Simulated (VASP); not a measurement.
Input of a VASP 6.6.1 run:

Contents of INCAR:

```
SYSTEM = In6O
PREC = Accurate
ENCUT = 600
EDIFF = 1E-6
ISMEAR = 0
SIGMA = 0.2
LREAL = .False.
LASPH = .True.
NELM = 120
ALGO = Normal
ISIF = 2
LWAVE = .False.
LCHARG = .False.
GGA = PE
NBANDS = 51
GGA_COMPAT = .False.
```

KPOINTS

```
Automatic mesh
0
Gamma
  4 4 2
  0 0 0
```

POSCAR

```
In6O
1.0
    5.7049847658     -0.0000000031      0.0000000000
   -2.8524923802      4.9406617370      0.0000000000
    0.0000000000      0.0000000000      6.3981031384
In O
6 1
Direct
    0.3356930539      0.0000000000      0.2475362001
    0.0000000000      0.3356930539      0.2475362001
    0.6643069461      0.6643069461      0.2475362001
    0.3356930539      0.0000000000      0.7524637999
    0.0000000000      0.3356930539      0.7524637999
    0.6643069461      0.6643069461      0.7524637999
    0.0000000000      0.0000000000      0.0000000000
```

Potentials or basis: VASP PAW PBE potentials, release 64 (In_d, O).

Command:

```console
$ cat potpaw_PBE.64/In_d/POTCAR potpaw_PBE.64/O/POTCAR > POTCAR
$ mpirun -np 1 vasp_std > vasp.out
```

Question: Predict the largest force.

Answer: 0.031 eV/Å.

Question: Estimate the pressure.

Answer: 0.1 GPa.

Stress tensor (GPa, compression positive):
```
 0.21  0.00  0.00
 0.00  0.21  0.00
 0.00  0.00 -0.23
```

Caveat: the k points lie up to 0.49 Å⁻¹ apart, too coarse for converged energies and pressures of a metal.
